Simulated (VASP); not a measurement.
A run of VASP 6.6.1 is set up as follows.

File INCAR:

```
PREC = Accurate ; ENCUT = 600
EDIFF = 1E-6 ; ISMEAR = 0
SIGMA = 0.1 ; LREAL = False
LASPH = True ; NELM = 60
ALGO = Fast ; ISIF = 3
LWAVE = False ; LCHARG = False
GGA = PE ; IBRION = 2
NSW = 80 ; EDIFFG = -0.05
```

KPOINTS

```
Automatic mesh
0
Gamma
  8 8 8
```

Contents of POSCAR:

```
Ca
1.0
    0.0000000000      2.2115163823      2.2115163823
    2.2115163823      0.0000000000      2.2115163823
    2.2115163823      2.2115163823      0.0000000000
Ca
1
Direct
    0.0000000000      0.0000000000      0.0000000000
```

Potentials or basis: VASP PAW PBE potentials, release 64 (Ca_sv).

Command:

```console
$ cat potpaw_PBE.64/Ca_sv/POTCAR > POTCAR
$ mpirun -np 1 vasp_std > vasp.out
```

Q: What does it give for the relaxed cell?

A: a = 3.914 Å, b = 3.914 Å, c = 3.914 Å, α = 60.00°, β = 60.00°, γ = 60.00°.

Q: Predict the relaxed volume.

A: 42.39 Å³/atom.

The path:
| step | energy change (eV) | largest force (eV/Å) | pressure (GPa) | volume (Å³) |
| --- | --- | --- | --- | --- |
| 1 | 0.0000 | 0.0000 | 31.72 | 21.63 |
| 2 | -0.5768 | 0.0000 | 3.21 | 38.00 |
| 3 | -1.3026 | 0.0000 | -0.10 | 42.39 |

Caveat: the volume moved by over 15 % at a fixed basis, so the end points are rough.
